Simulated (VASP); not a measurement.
# Pb: single point with r2SCAN

Pb:

```
CELL_PARAMETERS angstrom
0.00000 2.50312 2.50312
2.50312 0.00000 2.50312
2.50312 2.50312 0.00000
ATOMIC_POSITIONS crystal
Pb 0.00000 0.00000 0.00000
```

```
Program             : VASP 6.6.1
Task                : single point
Functional          : r2SCAN
Potentials or basis : VASP PAW PBE potentials, release 64 (Pb_d)
Cutoff              : 520 eV
k mesh              : 12 × 12 × 12
Occupations         : gaussian, width 0.1 eV
Spin                : no spin polarisation
```

| Property | Result |
| --- | --- |
| Pressure | -0.1 GPa |
| Band gap on the k mesh | zero (band 7 reaches 14.30 eV, above the bottom of band 8 at 5.28 eV) |

Levels at points of the mesh, in eV from the Fermi level:
```tsv
k point	band 5	band 6	band 7	band 8	band 9	band 10
(0.00, 0.00, 0.00)	-17.61	-12.11	7.40	7.40	7.40	10.34
(0.50, 0.00, 0.00)	-17.48	-8.50	-4.26	5.55	5.55	9.70
(0.50, 0.50, 0.00)	-17.45	-7.08	-3.37	2.04	2.04	5.77
```

Wall time 85 s on 1 thread of Intel Xeon 6975P-C, on a shared host, peak memory 0.18 GiB.

Caveat: the PAW data sets were made with another functional, which shifts forces and pressure a little; spin-orbit coupling is left out, which moves the levels of the heavy elements.
